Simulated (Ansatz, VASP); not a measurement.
## TeW: VASP beside Ansatz

```
W Te
1.0
     0.00000    3.02970    3.02970
     3.02970    0.00000    3.02970
     3.02970    3.02970    0.00000
W Te
1 1
Direct
  0.00000 0.00000 0.00000
  0.25000 0.25000 0.25000
```

Alike in both runs: functional PBEsol; k mesh 6 × 6 × 6; occupations gaussian, width 0.1 eV; collinear spin.

Ansatz relaxed the structure, and its values are those at the end. VASP's run is a single point on that final structure, the one shown.

```csv
,VASP,Ansatz
version,VASP 6.6.1,Ansatz 0.2.0
potentials or method,"VASP PAW PBE potentials, release 64 (W_sv, Te), cutoff 520 eV","scalar-relativistic, plane waves, PAW"
valence electrons in the cell,20,30
```

Ansatz gave:

```
gap on the k mesh at the Fermi level (eV)                     : none
pressure (GPa)                                                : -0.5
net moment per atom (μB)                                      : 0.70
size of the moment on the site where the two differ most (μB) : 0.92
```

Q: What did VASP give for the same quantities?

A: gap on the k mesh at the Fermi level (eV): none; pressure (GPa): -0.4; net moment per atom (μB): 0.70; size of the moment on the site where the two differ most (μB): 1.09.

VASP's potentials were made for PBE, not for PBEsol. Site moments also hang on the region over which each program counts them. A gap of «none» marks a metal or a gap that the smearing closes. The functional is the same, so the differences come from potentials, cutoffs and numerics. VASP's potentials hold 20 valence electrons a cell and Ansatz's 30, so a difference there can come from the potentials and not from the codes.

Spin-orbit coupling is off throughout.
